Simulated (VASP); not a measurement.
# WC (P-6m2) in VASP: a series of runs, part 2 of 2

VASP 6.6.1.

### 3 Single point, PBEsol (strain +0.080 along x and y, -0.080 along z)

Contents of INCAR:

```
PREC     = Accurate       # precision mode
ENCUT    = 520            # plane-wave cutoff, eV
EDIFF    = 1E-7           # SCF threshold, eV
ISMEAR   = 0              # smearing method
SIGMA    = 0.15           # smearing width, eV
LREAL    = False          # projectors in reciprocal space
LASPH    = True           # aspherical terms in the spheres
NELM     = 80             # most SCF steps
ALGO     = Normal         # electronic algorithm
ISIF     = 2              # what is computed and relaxed
LWAVE    = False          # write WAVECAR
LCHARG   = True           # write CHGCAR
GGA      = PS             # functional
LELF     = True           # ELF
LVHAR    = True         
NBANDS   = 16             # bands
```

Contents of KPOINTS:

```
Automatic mesh
0
Gamma
  24 24 22
```

Contents of POSCAR:

```
WC
1.0
    3.1302867604      0.0000000000      0.0000000000
   -1.5651433802      2.7109078556      0.0000000000
    0.0000000000      0.0000000000      2.6014029513
W C
1 1
Direct
    0.0000000000      0.0000000000      0.0000000000
    0.6666666667      0.3333333333      0.5000000000
```

Potentials or basis: VASP PAW PBE potentials, release 64 (W_sv, C).

Launch:

```sh
$ cat potpaw_PBE.64/W_sv/POTCAR potpaw_PBE.64/C/POTCAR > POTCAR
$ mpirun -np 1 vasp_std > vasp.out
```

OUTCAR:

```text
PREC = Accurate
   ENCUT = 520
   EDIFF = 1E-7
   ISMEAR = 0
   LREAL = False
   LASPH = True
   NELM = 80
   ISIF = 2
   GGA = PS

 ion  position               nearest neighbor table
   1  0.000  0.000  0.000-   2 2.23   2 2.23   2 2.23   2 2.23   2 2.23   2 2.23
   2  0.667  0.333  0.500-   1 2.23   1 2.23   1 2.23   1 2.23   1 2.23   1 2.23

  LATTYP: Found a hexagonal cell.
 ALAT       =     3.1302867604
 C/A-ratio  =     0.8310430163

  Lattice vectors:

 A1 = (   3.1302867604,   0.0000000000,   0.0000000000)
 A2 = (  -1.5651433802,   2.7109078556,   0.0000000000)
 A3 = (   0.0000000000,   0.0000000000,   2.6014029513)

Analysis of symmetry for initial positions (statically):
=====================================================================
 Subroutine PRICEL returns:
 Original cell was already a primitive cell.

 Routine SETGRP: Setting up the symmetry group for a
 hexagonal supercell.

 Subroutine GETGRP returns: Found 12 space group operations
 (whereof 12 operations were pure point group operations)
 out of a pool of 24 trial point group operations.

The static configuration has the point symmetry D_3h.

Analysis of symmetry for dynamics (positions and initial velocities):
=====================================================================
 Subroutine PRICEL returns:
 Original cell was already a primitive cell.

 Routine SETGRP: Setting up the symmetry group for a
 hexagonal supercell.

 Subroutine GETGRP returns: Found 12 space group operations
 (whereof 12 operations were pure point group operations)
 out of a pool of 24 trial point group operations.

The dynamic configuration has the point symmetry D_3h.

 Subroutine INISYM returns: Found 12 space group operations
 (whereof 12 operations are pure point group operations),
 and found     1 'primitive' translations

----------------------------------------------------------------------------------------

                                     Primitive cell

  volume of cell :      22.0753

  direct lattice vectors                    reciprocal lattice vectors
     3.130286760  0.000000000  0.000000000     0.319459550  0.184440057  0.000000000
    -1.565143380  2.710907856  0.000000000     0.000000000  0.368880114  0.000000000
     0.000000000  0.000000000  2.601402951     0.000000000  0.000000000  0.384407959

  length of vectors
     3.130286760  3.130286760  2.601402951     0.368880114  0.368880114  0.384407959

  position of ions in fractional coordinates (direct lattice)
     0.000000000  0.000000000  0.000000000
     0.666666667  0.333333333  0.500000000

  ion indices of the primitive-cell ions
   primitive index   ion index
                 1           1
                 2           2

----------------------------------------------------------------------------------------

 KPOINTS: Automatic mesh

Automatic generation of k-mesh.
 Grid dimensions read from file:
 generate k-points for:   24   24   22

 Generating k-lattice:

  Cartesian coordinates                     Fractional coordinates (reciprocal lattice)
     0.013310815  0.007685002  0.000000000     0.041666667 -0.000000000  0.000000000
     0.000000000  0.015370005  0.000000000     0.000000000  0.041666667  0.000000000
     0.000000000  0.000000000  0.017473089     0.000000000  0.000000000  0.045454545

  Length of vectors
     0.015370005  0.015370005  0.017473089

  Shift w.r.t. Gamma in fractional coordinates (k-lattice)
     0.000000000  0.000000000  0.000000000

 Subroutine IBZKPT returns following result:
 ===========================================

 Found    732 irreducible k-points:

 Following reciprocal coordinates:
            Coordinates               Weight
  0.000000  0.000000  0.000000      1.000000
  0.041667  0.000000  0.000000      6.000000
  0.083333  0.000000  0.000000      6.000000
  0.125000  0.000000  0.000000      6.000000
  0.166667 -0.000000  0.000000      6.000000
  0.208333  0.000000  0.000000      6.000000
[... 16 lines left out ...]
  0.416667  0.041667  0.000000     12.000000
  0.458333  0.041667  0.000000     12.000000
 [... further k-points ...]
   k-points           NKPTS =    732   k-points in BZ     NKDIM =    732   number of bands    NBANDS=     16
   number of dos      NEDOS =    301   number of ions     NIONS =      2
   total plane-waves  NPLWV =  11520
   dimension x,y,z NGX =    24 NGY =   24 NGZ =   20
   dimension x,y,z NGXF=    48 NGYF=   48 NGZF=   40
   ions per type =               1   1
   NGX,Y,Z   is equivalent  to a cutoff of  12.75, 12.75, 12.78 a.u.
   NGXF,Y,Z  is equivalent  to a cutoff of  25.49, 25.49, 25.56 a.u.
 SYSTEM =  unknown system
   PREC   = accura    normal or accurate (medium, high low for compatibility)
   ISTART =      0    job   : 0-new  1-cont  2-samecut
   ICHARG =      2    charge: 1-file 2-atom 10-const
   ISPIN  =      1    spin polarized calculation?
   LNONCOLLINEAR =      F non collinear calculations
   LSORBIT =      F    spin-orbit coupling
   LASPH  =      T    aspherical Exc in radial PAW
   ENCUT  =  520.0 eV  38.22 Ry    6.18 a.u.   5.82  5.82  4.84*2*pi/ulx,y,z
   NELM   =     80;   NELMIN=  2; NELMDL= -5     # of ELM steps
   EDIFF  = 0.1E-06   stopping-criterion for ELM
   LREAL  =      F    real-space projection
   EDIFFG = 0.1E-05   stopping-criterion for IOM
   NSW    =      0    number of steps for IOM
   IBRION =     -1    ionic relax: 0-MD 1-quasi-New 2-CG
   NFREE  =      0    steps in history (QN), initial steepest desc. (CG)
   ISIF   =      2    stress and relaxation
   ISYM   =      2    0-nonsym 1-usesym 2-fastsym
   POTIM  = 0.5000    time-step for ionic-motion
   TEBEG  =    0.0;   TEEND  =   0.0 temperature during run
   PSTRESS=    0.0 pullay stress
   NELECT =      18.0000    total number of electrons
   NUPDOWN=      -1.0000    fix difference up-down
   EMIN   =  10.00;   EMAX   =-10.00  energy-range for DOS
   EFERMI =   0.00;   METHOD = LEGACY
   ISMEAR =     0;   SIGMA  =   0.15  broadening in eV -4-tet -1-fermi 0-gaus
   EFERMI_NEDOS =   21; number of points for ismear=-14 and -15
   IALGO  =     38    algorithm
   IMIX   =      4    mixing-type and parameters
     AMIX     =   0.40;   BMIX     =  1.00
     AMIX_MAG =   1.60;   BMIX_MAG =  1.00
  volume/ion in A,a.u.               =      11.04        74.49
  Fermi-wavevector in a.u.,A,eV,Ry     =   1.529432  2.890207 31.826233  2.339162
  Thomas-Fermi vector in A             =   2.637054
   LORBIT       =      0    0 simple, 1 ext, 2 COOP (PROOUT), +10 PAW based schemes
   GGA     = PS    functional components
   LHFCALC =     F    Hartree Fock is set to
   AEXX    =    0.0000 exact exchange contribution
   IVDW    =     0    specifies the selected vdW correction
   LEPSILON=     F    determine dielectric tensor
   LRPA    =     F    only Hartree local field effects (RPA)
 non-spin polarized calculation
 Gauss-broadening in eV      SIGMA  =   0.15
  energy-cutoff  :      520.00
  volume of cell :       22.08
 maximum number of plane-waves:       606
 NGX is ok and might be reduce to    24
   NGX = 11   NGY = 11   NGZ =  9

 number of electron      18.0000000 magnetization

 Free energy of the ion-electron system (eV)
  ---------------------------------------------------
  ext. energy  EPLUGINS =         0.00000000
  ---------------------------------------------------
  free energy    TOTEN  =       -23.07970264 eV

  energy without entropy =      -23.07430757  energy(sigma->0) =      -23.07700511

 E-fermi :  10.2937     XC(G=0): -13.5356

 val. band max:       10.2912463310   @ k =   0.1250   0.0417   0.4545
 cond. band min:      10.3027879734   @ k =   0.1667   0.0417   0.3182
 fundamental gap:      0.0115416424
 Fermi energy:        10.2937158400

 k-point     1 :       0.0000    0.0000    0.0000
  band No.  band energies     occupation
      1     -63.8881      2.00000
      2     -27.9738      2.00000
      3     -27.9738      2.00000
      4     -27.4311      2.00000
      5      -3.9637      2.00000
      6       5.9049      2.00000
[... 8 lines left out ...]
     15      25.1808      0.00000
     16      25.2249      0.00000
[... 419 lines left out ...]
 k-point    24 :       0.4583    0.0417    0.0000
  band No.  band energies     occupation
      1     -63.8661      2.00000
      2     -28.3895      2.00000
      3     -28.0780      2.00000
      4     -27.3879      2.00000
      5      -1.2869      2.00000
      6       3.0863      2.00000
[... 8 lines left out ...]
     15      22.4002      0.00000
     16      26.0658      0.00000

 [... further k-points ...]

------------------------ aborting loop because EDIFF is reached ----------------------------------------

  FORCE on cell =-STRESS in cart. coord.  units (eV):
  Direction    XX          YY          ZZ          XY          YZ          ZX
  --------------------------------------------------------------------------------------
  -------------------------------------------------------------------------------------
  Total       -6.0994689     -6.0994689      7.9243440      0.0000000      0.0000000     -0.0000000
  in kB     -442.6863136   -442.6863136    575.1318172      0.0000000      0.0000000     -0.0000000
  external PRESSURE =    -103.4136033 kB  Pullay stress =       0.0000000 kB

 VOLUME and BASIS-vectors are now :
 -----------------------------------------------------------------------------
  energy-cutoff  :      520.00
  volume of cell :       22.08
      direct lattice vectors                 reciprocal lattice vectors
     3.130286760  0.000000000  0.000000000     0.319459550  0.184440057  0.000000000
    -1.565143380  2.710907856  0.000000000     0.000000000  0.368880114  0.000000000
     0.000000000  0.000000000  2.601402951     0.000000000  0.000000000  0.384407959

 POSITION                                       TOTAL-FORCE (eV/Angst)
 -----------------------------------------------------------------------------------
      0.00000      0.00000      0.00000         0.000000     -0.000000      0.000000
      1.56514      0.90364      1.30070        -0.000000      0.000000      0.000000
 -----------------------------------------------------------------------------------
    total drift:                                0.000000     -0.000000      0.000000

  FREE ENERGIE OF THE ION-ELECTRON SYSTEM (eV)
  ---------------------------------------------------
  free  energy   TOTEN  =       -23.0797026369 eV

  energy  without entropy=      -23.0743075732  energy(sigma->0) =      -23.07700511
```

Run time: 58 s. Hardware: 1 thread of Intel Xeon 6975P-C (Granite Rapids), shared host; peak memory 0.35 GiB.

What came out:

| Property | Result |
| --- | --- |
| Free energy | -23.0797 eV |
| Pressure | -10.3 GPa |
| Band gap on the k mesh | zero (bands 9 and 10 overlap by 2.40 eV) |

Caveat: the cell differs from its parent crystal (strain +0.080 along x and y, -0.080 along z); the cell stands under tension; the PAW data sets were made with another functional, which shifts forces and pressure a little; spin-orbit coupling is left out, which moves the levels of the heavy elements.
